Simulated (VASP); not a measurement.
BaF2, 3 atoms in the cell. Symmetry: Fm-3m, No. 225, cubic system. Conventional cell: a = 6.200 Å, b = 6.200 Å, c = 6.200 Å, α = 90.00°, β = 90.00°, γ = 90.00°. Ba (site symmetry m-3m) has 8 F at 2.68 Å within 3.5 Å. Within 3.5 Å of F (site symmetry -43m) lie 4 Ba at 2.68 Å and 6 F at 3.10 Å. 

| Quantity | Value |
| --- | --- |
| Program | VASP 6.6.1 |
| Task | relaxation of cell and atoms |
| Functional | r2SCAN |
| Potentials or basis | VASP PAW PBE potentials, release 64 (Ba_sv, F) |
| Cutoff | 660 eV |
| k mesh | 6 × 6 × 6 |
| Occupations | gaussian, width 0.02 eV |
| Spin | no spin polarisation |
| Dipole correction | no |
| Further INCAR settings | ALGO = Normal; EDIFF = 1e-07; IBRION = 2; EDIFFG = -0.005; NSW = 100; ISIF = 3 |

Potentials or basis: VASP PAW PBE potentials, release 64 (Ba_sv, F).

The run is started by

```sh
$ cat potpaw_PBE.64/Ba_sv/POTCAR potpaw_PBE.64/F/POTCAR > POTCAR
$ cp INCAR.step1 INCAR
$ mpirun -np 1 vasp_std > vasp.out
$ cp INCAR.step2 INCAR
$ mpirun -np 1 vasp_std > vasp.out
```

Hardware: 1 thread of Intel(R) Xeon(R) 6975P-C (Granite Rapids) (shared host).

How long does it take, and how much memory?

Run time: 2.8 min on 1 thread of Intel(R) Xeon(R) 6975P-C (Granite Rapids), with other jobs on the host, peak memory 0.27 GiB. Counts: k points 16, ion steps 3.
